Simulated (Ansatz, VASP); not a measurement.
## One calculation of LiNbO3, two programs

File INCAR:

```
SYSTEM = LiNbO3
PREC     = Accurate       ! precision mode
ENCUT    = 520            ! plane-wave cutoff, eV
EDIFF    = 1E-6           ! SCF threshold, eV
ISMEAR   = 0              ! smearing method
SIGMA    = 0.05           ! smearing width, eV
LREAL    = .False.        ! projectors in reciprocal space
LASPH    = .True.         ! aspherical terms in the spheres
NELM     = 100            ! most SCF steps
ALGO     = Normal         ! electronic algorithm
ISIF     = 2              ! what is computed and relaxed
LWAVE    = .False.        ! write WAVECAR
LCHARG   = .False.        ! write CHGCAR
GGA      = PE             ! functional
NBANDS   = 45             ! bands
```

File KPOINTS:

```
regular mesh
0
Gamma
  6 6 6
  0 0 0
```

The input POSCAR:

```
LiNbO3
1.0
    2.6722716124      1.5428367348      4.3917893192
   -2.6722716124      1.5428367348      4.3917893192
    0.0000000000     -3.0856734694      4.3917893192
Li Nb O
2 2 6
Direct
    0.2500000000      0.2500000000      0.2500000000
    0.7500000000      0.7500000000      0.7500000000
    0.0000000000      0.0000000000      0.0000000000
    0.5000000000      0.5000000000      0.5000000000
    0.1207624291      0.3792375709      0.7500000000
    0.7500000000      0.1207624291      0.3792375709
    0.3792375709      0.7500000000      0.1207624291
    0.8792375709      0.6207624291      0.2500000000
    0.2500000000      0.8792375709      0.6207624291
    0.6207624291      0.2500000000      0.8792375709
```

Input for Ansatz:

```yaml
crystal:
  lattice:
    - [2.6722716124, 1.5428367348, 4.3917893192]
    - [-2.6722716124, 1.5428367348, 4.3917893192]
    - [0.0, -3.0856734694, 4.3917893192]
  atoms:
    - { symbol: Li, position: [0.25, 0.25, 0.25] }
    - { symbol: Li, position: [0.75, 0.75, 0.75] }
    - { symbol: Nb, position: [0.0, 0.0, 0.0] }
    - { symbol: Nb, position: [0.5, 0.5, 0.5] }
    - { symbol: O, position: [0.1207624291, 0.3792375709, 0.75] }
    - { symbol: O, position: [0.75, 0.1207624291, 0.3792375709] }
    - { symbol: O, position: [0.3792375709, 0.75, 0.1207624291] }
    - { symbol: O, position: [0.8792375709, 0.6207624291, 0.25] }
    - { symbol: O, position: [0.25, 0.8792375709, 0.6207624291] }
    - { symbol: O, position: [0.6207624291, 0.25, 0.8792375709] }
basis:
  ecutwfc: 520.0
kpoints:
  mp_grid: { grid: [6, 6, 6] }
hamiltonian:
  xc: pbe
  pseudopotentials: { kind: paw, azcp: { folder: soft_1 } }
scf:
  occupations: { method: gaussian, width: 0.05 }
output:
  forces: true
  stress: true
  eigenvalues: true
```

Alike in both runs: task single point; functional PBE; k mesh 6 × 6 × 6; occupations gaussian, width 0.05 eV; no spin polarisation.

|  | VASP | Ansatz |
| --- | --- | --- |
| version | VASP 6.6.1 | Ansatz 0.2.0 |
| potentials or method | VASP PAW PBE potentials, release 64 (Li_sv, Nb_sv, O), cutoff 520 eV | scalar-relativistic, plane waves, PAW |
| valence electrons in the cell | 68 | 68 |

|  | VASP | Ansatz | Ansatz less VASP |
| --- | --- | --- | --- |
| gap on the k mesh at the Fermi level (eV) | 2.26 | 2.27 | +0.013 |
| least direct gap on the mesh (eV) | 2.26 | 2.27 | +0.013 |
| rms of the force components (eV/Å) | 0.249 | 0.240 | -0.0090 |

Atom by atom the forces differ by 0.009 eV/Å (rms over components). With one functional, cell and mesh, what is left measures potentials, basis and numerics.

Noted on VASP's run: the cutoff is short for stress, so the pressure is rough.
